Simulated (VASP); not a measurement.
# Al16Cl in VASP: notebook, part 2 of 2

VASP 6.6.1. Earlier steps stand in the parts before.

## (3) Single point, PBE

INCAR

```
SYSTEM = Al16Cl
ALGO = Normal ; DIPOL = 0.5 0.5 0.323
EDIFF = 1E-6 ; ENCUT = 520
GGA = PE ; IDIPOL = 3
ISIF = 2 ; ISMEAR = 0
LASPH = .TRUE. ; LCHARG = .FALSE.
LDIPOL = .TRUE. ; LREAL = Auto
LWAVE = .FALSE. ; NBANDS = 42
NELM = 60 ; PREC = Accurate
SIGMA = 0.1
```

KPOINTS

```
k-points
0
G
  5 4 1
  0 0 0
```

POSCAR

```
Al16Cl
1.0
    5.7135165838      0.0000000000      0.0000000000
    0.0000000000      8.0801326417      0.0000000000
    0.0000000000      0.0000000000     19.7432787023
Al Cl
16 1
Direct
    0.2500000000      0.2500000000      0.2026005944
    0.2500000000      0.7500000000      0.2026005944
    0.7500000000      0.2500000000      0.2026005944
    0.7500000000      0.7500000000      0.2026005944
    0.0000000000      0.0000000000      0.2749482104
    0.0000000000      0.5000000000      0.2749482104
    0.5000000000      0.0000000000      0.2749482104
    0.5000000000      0.5000000000      0.2749482104
    0.2500000000      0.2500000000      0.3495466405
    0.2500000000      0.7500000000      0.3495466405
    0.7500000000      0.2500000000      0.3495466405
    0.7500000000      0.7500000000      0.3495466405
    0.0000000000      0.0000000000      0.4175232912
    0.0000000000      0.5000000000      0.4175232912
    0.5000000000      0.0000000000      0.4175232912
    0.5000000000      0.5000000000      0.4175232912
    0.0833333333      0.1000000000      0.5192294680
```

Potentials or basis: VASP PAW PBE potentials, release 64 (Al, Cl).

On the command line:

```
> cat potpaw_PBE.64/Al/POTCAR potpaw_PBE.64/Cl/POTCAR > POTCAR
> mpirun -np 1 vasp_std > vasp.out
```

Wall time 12 min (1 thread of Intel Xeon 6975P-C (Granite Rapids), shared host); peak memory 0.85 GiB.

It converged, with:

| Quantity | Value |
| --- | --- |
| Free energy | -58.4425 eV |
| Largest force | 0.478 eV/Å |
| Band gap on the k mesh | zero (an odd number of electrons rules out a gap without spin polarisation) |

Forces in eV/Å, atoms in the order of the input:
```
Al  -0.015 -0.018  0.205
Al   0.050 -0.013  0.195
Al   0.031 -0.001  0.211
Al  -0.037 -0.026  0.193
Al  -0.062  0.016 -0.303
Al  -0.017  0.012 -0.194
Al   0.096 -0.046 -0.233
Al   0.017  0.022 -0.203
Al   0.079  0.025 -0.174
Al   0.068  0.127  0.086
Al  -0.048 -0.044 -0.073
Al  -0.048  0.078 -0.011
Al  -0.172  0.150  0.420
Al   0.000 -0.006  0.047
Al   0.211 -0.084 -0.176
Al  -0.004  0.015  0.002
Cl  -0.149 -0.206  0.009
```

Levels at points of the mesh, in eV from the Fermi level:
| k point | band 26 | band 27 | band 28 | band 29 | band 30 | band 31 |
| --- | --- | --- | --- | --- | --- | --- |
| (0.00, 0.00, 0.00) | -0.78 | -0.63 | -0.51 | -0.02 | 0.16 | 0.31 |
| (0.00, 0.50, 0.00) | -0.86 | -0.85 | -0.59 | 0.24 | 0.30 | 0.42 |

## (4) Single point, PBE

INCAR

```
SYSTEM = Al16Cl
PREC     = Accurate       ! precision mode
ENCUT    = 520            ! plane-wave cutoff, eV
EDIFF    = 1E-6           ! SCF threshold, eV
ISMEAR   = 0              ! smearing method
SIGMA    = 0.1            ! smearing width, eV
LREAL    = Auto         
LASPH    = .True.         ! aspherical terms in the spheres
NELM     = 100            ! most SCF steps
ALGO     = Normal         ! electronic algorithm
ISIF     = 2              ! what is computed and relaxed
LWAVE    = .False.        ! write WAVECAR
LCHARG   = .False.        ! write CHGCAR
LDIPOL   = .True.       
IDIPOL   = 3            
DIPOL    = 0.5 0.5 0.323
GGA      = PE             ! functional
NBANDS   = 42             ! bands
```

KPOINTS

```
regular mesh
0
Gamma
  5 4 1
  0 0 0
```

Edit POSCAR of step 3 so:

```diff
@@ -24,2 +24,2 @@
     0.5000000000      0.5000000000      0.4175232912
-    0.0833333333      0.1000000000      0.5192294680
+    0.1666666667      0.0500000000      0.5192635902
```

On the command line:

```
> cat potpaw_PBE.64/Al/POTCAR potpaw_PBE.64/Cl/POTCAR > POTCAR
> mpirun -np 1 vasp_std > vasp.out
```

Run time: 14 min. Hardware: 1 thread of Intel Xeon 6975P-C (Granite Rapids), shared host; peak memory 0.85 GiB.

The run converged. Its results:

```
Free energy            : -58.4390 eV
Largest force          : 0.446 eV/Å
Band gap on the k mesh : zero (an odd number of electrons rules out a gap without spin polarisation)
```

Forces on the atoms (eV/Å):
```
Al  -0.013 -0.040  0.206
Al   0.003  0.010  0.201
Al   0.032 -0.012  0.221
Al   0.015 -0.008  0.216
Al  -0.140  0.003 -0.316
Al  -0.026  0.014 -0.184
Al   0.187 -0.019 -0.267
Al   0.024  0.013 -0.183
Al   0.062  0.028 -0.151
Al   0.059  0.096  0.062
Al  -0.011 -0.068  0.001
Al  -0.016  0.052 -0.024
Al  -0.370  0.053  0.242
Al  -0.006  0.009  0.024
Al   0.323 -0.010 -0.041
Al  -0.004  0.009  0.009
Cl  -0.120 -0.129 -0.016
```

Levels at points of the mesh, in eV from the Fermi level:
```tsv
k point	band 24	band 25	band 26	band 27	band 28	band 29	band 30	band 31	band 32	band 33
(0.00, 0.00, 0.00)	-1.55	-0.95	-0.80	-0.66	-0.53	-0.01	0.16	0.24	1.33	1.40
(0.00, 0.50, 0.00)	-0.95	-0.95	-0.88	-0.87	-0.55	0.23	0.27	0.50	0.82	1.20
```

## (5) Single point, PBE

INCAR

```
SYSTEM = Al16Cl
  ALGO = Normal
  DIPOL = 0.5 0.5 0.323
  EDIFF = 1E-6
  ENCUT = 520
  GGA = PE
  IDIPOL = 3
  ISIF = 2
  ISMEAR = 0
  LASPH = .True.
  LCHARG = .False.
  LDIPOL = .True.
  LREAL = Auto
  LWAVE = .False.
  NBANDS = 42
  NELM = 100
  PREC = Accurate
  SIGMA = 0.1
```

KPOINTS

```
k-points
0
Gamma
  5 4 1
  0 0 0
```

Edit POSCAR of step 4 so:

```diff
@@ -24,2 +24,2 @@
     0.5000000000      0.5000000000      0.4175232912
-    0.1666666667      0.0500000000      0.5192635902
+    0.0833333333      0.2000000000      0.5049782804
```

On the command line:

```
> cat potpaw_PBE.64/Al/POTCAR potpaw_PBE.64/Cl/POTCAR > POTCAR
> mpirun -np 1 vasp_std > vasp.out
```

Wall time 14 min (1 thread of Intel Xeon 6975P-C (Granite Rapids), shared host); peak memory 0.85 GiB.

It converged, with:

```yaml
Free_energy: -58.1737 eV
Largest_force: 0.794 eV/Å
Band_gap_on_the_k_mesh: zero (an odd number of electrons rules out a gap without spin polarisation)
```

Forces on the atoms (eV/Å):
```
Al  -0.013 -0.013  0.192
Al   0.170 -0.013  0.142
Al   0.021 -0.002  0.206
Al  -0.163 -0.020  0.141
Al  -0.049  0.016 -0.216
Al  -0.023  0.006 -0.209
Al   0.076 -0.108 -0.193
Al   0.043  0.087 -0.225
Al   0.112  0.044 -0.285
Al   0.057  0.112  0.088
Al  -0.113 -0.019 -0.178
Al  -0.078  0.056 -0.071
Al  -0.024  0.485  0.628
Al   0.009 -0.146  0.182
Al   0.203 -0.178 -0.134
Al   0.036  0.081 -0.067
Cl  -0.264 -0.388 -0.004
```

Levels at points of the mesh, in eV from the Fermi level:
```csv
k point,band 26,band 27,band 28,band 29,band 30,band 31
"(0.00, 0.00, 0.00)",-0.71,-0.64,-0.48,0.01,0.15,0.34
"(0.00, 0.50, 0.00)",-0.86,-0.82,-0.65,0.25,0.33,0.42
```

## (6) Single point, PBE

INCAR

```
ALGO = Normal
DIPOL = 0.5 0.5 0.323
EDIFF = 1E-7
ENCUT = 520
GGA = PE
IDIPOL = 3
ISIF = 2
ISMEAR = 0
LASPH = True
LCHARG = False
LDIPOL = True
LREAL = Auto
LWAVE = False
NBANDS = 42
NELM = 80
PREC = Accurate
SIGMA = 0.1
```

KPOINTS

```
k-points
0
Gamma
  5 4 1
```

Edit POSCAR of step 5 so:

```diff
@@ -24,2 +24,2 @@
     0.5000000000      0.5000000000      0.4175232912
-    0.0833333333      0.2000000000      0.5049782804
+    0.1666666667      0.1500000000      0.5086621635
```

Potentials or basis: VASP PAW PBE potentials, release 64 (Al, Cl).

On the command line:

```
> cat potpaw_PBE.64/Al/POTCAR potpaw_PBE.64/Cl/POTCAR > POTCAR
> mpirun -np 1 vasp_std > vasp.out
```

OUTCAR:

```text
EDIFF = 1E-7
   ENCUT = 520
   GGA = PE
   ISIF = 2
   ISMEAR = 0
   LASPH = True
   LREAL = Auto
   NELM = 80
   PREC = Accurate

 ion  position               nearest neighbor table
   1  0.250  0.250  0.203-   3 2.86   3 2.86   6 2.86   7 2.86   8 2.86   5 2.86   9 2.90
   2  0.250  0.750  0.203-   4 2.86   4 2.86   6 2.86   7 2.86   8 2.86   5 2.86  10 2.90
   3  0.750  0.250  0.203-   1 2.86   1 2.86   6 2.86   7 2.86   8 2.86   5 2.86  11 2.90
   4  0.750  0.750  0.203-   2 2.86   2 2.86   6 2.86   7 2.86   8 2.86   5 2.86  12 2.90
   5  0.000  0.000  0.275-  13 2.81   7 2.86   7 2.86   4 2.86   1 2.86   2 2.86   3 2.86  11 2.88
                            12 2.88   9 2.88  10 2.88
   6  0.000  0.500  0.275-  14 2.81   8 2.86   8 2.86   4 2.86   1 2.86   2 2.86   3 2.86  11 2.88
                            12 2.88   9 2.88  10 2.88
[... 708 lines left out ...]
 -----------------------------------------------------------------------------
  energy-cutoff  :      520.00
  volume of cell :      911.47
      direct lattice vectors                 reciprocal lattice vectors
     5.713516584  0.000000000  0.000000000     0.175023558  0.000000000  0.000000000
     0.000000000  8.080132642  0.000000000     0.000000000  0.123760345  0.000000000
     0.000000000  0.000000000 19.743278702     0.000000000  0.000000000  0.050650149

 POSITION                                       TOTAL-FORCE (eV/Angst)
 -----------------------------------------------------------------------------------
      1.42838      2.02003      4.00000        -0.006070     -0.048851      0.192044
      1.42838      6.06010      4.00000         0.063465     -0.008621      0.170540
      4.28514      2.02003      4.00000         0.019218     -0.017593      0.223034
      4.28514      6.06010      4.00000        -0.051566     -0.025724      0.181130
      0.00000      0.00000      5.42838        -0.128052      0.002100     -0.255887
      0.00000      4.04007      5.42838        -0.036145      0.035537     -0.209754
[... 9 lines left out ...]
      2.85676      4.04007      8.24328         0.001222      0.053885     -0.018597
      0.95225      1.21202     10.04266        -0.257104     -0.448932      0.000467
 -----------------------------------------------------------------------------------
    total drift:                               -0.000104     -0.000228     -0.000758

  FREE ENERGIE OF THE ION-ELECTRON SYSTEM (eV)
  ---------------------------------------------------
  free  energy   TOTEN  =       -58.2104334530 eV

  energy  without entropy=      -58.1753159178  energy(sigma->0) =      -58.19287469

 vacuum level on the upper side and lower side of the slab         4.159         3.585
```

stdout:

```text
POSCAR found type information on POSCAR AlCl
 POSCAR found :  2 types and      17 ions
 scaLAPACK will be used
 LDA part: xc-table for (Slater+PW92), standard interpolation
 POSCAR, INCAR and KPOINTS ok, starting setup
 FFT: planning ... GRIDC
 FFT: planning ... GRID_SOFT
 FFT: planning ... GRID
 WAVECAR not read
 entering main loop
```

Wall time 15 min (1 thread of Intel Xeon 6975P-C (Granite Rapids), shared host); peak memory 0.85 GiB.

What came out:

| Property | Result |
| --- | --- |
| Free energy | -58.2104 eV |
| Largest force | 0.574 eV/Å |
| Band gap on the k mesh | zero (an odd number of electrons rules out a gap without spin polarisation) |

Forces on the atoms (eV/Å):
```
Al  -0.006 -0.049  0.192
Al   0.063 -0.009  0.171
Al   0.019 -0.018  0.223
Al  -0.052 -0.026  0.181
Al  -0.128  0.002 -0.256
Al  -0.036  0.036 -0.210
Al   0.164 -0.064 -0.234
Al   0.051  0.053 -0.223
Al   0.065  0.123 -0.311
Al   0.046  0.160  0.175
Al  -0.047 -0.060 -0.050
Al  -0.042  0.023 -0.108
Al  -0.185  0.271  0.471
Al   0.005  0.023  0.039
Al   0.336 -0.070 -0.042
Al   0.001  0.054 -0.019
Cl  -0.257 -0.449  0.000
```

## (7) Summary

| cell | gap on the mesh (eV) | largest force (eV/Å) |
| --- | --- | --- |
| as given, atomic positions A | none | 0.65 |
| as given, atomic positions B | none | 0.48 |
| as given, atomic positions C | none | 0.45 |
| as given, atomic positions D | none | 0.79 |
| as given, atomic positions E | none | 0.57 |

Alike in all rows: task single point; level PBE; potentials or basis VASP PAW PBE potentials, release 64 (Al, Cl); no spin polarisation; k mesh 5 × 4 × 1; cutoff (eV) 520; smearing gaussian 0.1 eV.

Absolute energies hang on the potentials; compare differences alone.
